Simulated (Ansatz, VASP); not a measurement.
# Two plane-wave programs on MgBe2I6

```
Mg Be I
1.0
    -3.61455    6.26058    0.00000
    -7.22909    0.00000    0.00000
    -3.61455    2.08686    8.22440
Mg Be I
1 2 6
Direct
  0.00000 0.00000 0.00000
  0.73209 0.73209 0.80373
  0.26791 0.26791 0.19627
  0.24391 0.94987 0.21759
  0.58863 0.24391 0.21759
  0.94987 0.58863 0.21759
  0.75609 0.05013 0.78241
  0.41137 0.75609 0.78241
  0.05013 0.41137 0.78241
```

Alike in both runs: task single point; functional PBE; k mesh 3 × 3 × 3; occupations gaussian, width 0.1 eV; no spin polarisation.

|  | VASP | Ansatz |
| --- | --- | --- |
| version | VASP 6.6.1 | Ansatz 0.2.0 |
| potentials or method | VASP PAW PBE potentials, release 64 (Mg, Be, I), cutoff 520 eV | scalar-relativistic, plane waves, PAW |
| valence electrons in the cell | 48 | 116 |

```csv
,VASP,Ansatz,Ansatz less VASP
gap on the k mesh at the Fermi level (eV),3.30,3.32,+0.011
least direct gap on the mesh (eV),3.34,3.35,+0.012
pressure (GPa),0.0,0.0,-0.01
rms of the force components (eV/Å),0.007,0.001,-0.0063
```

Atom by atom the forces differ by 0.008 eV/Å (rms over components). The functional is the same, so the differences come from potentials, cutoffs and numerics. VASP's potentials hold 48 valence electrons a cell and Ansatz's 116, so a difference there can come from the potentials and not from the codes.

Neither program's run includes spin-orbit coupling.
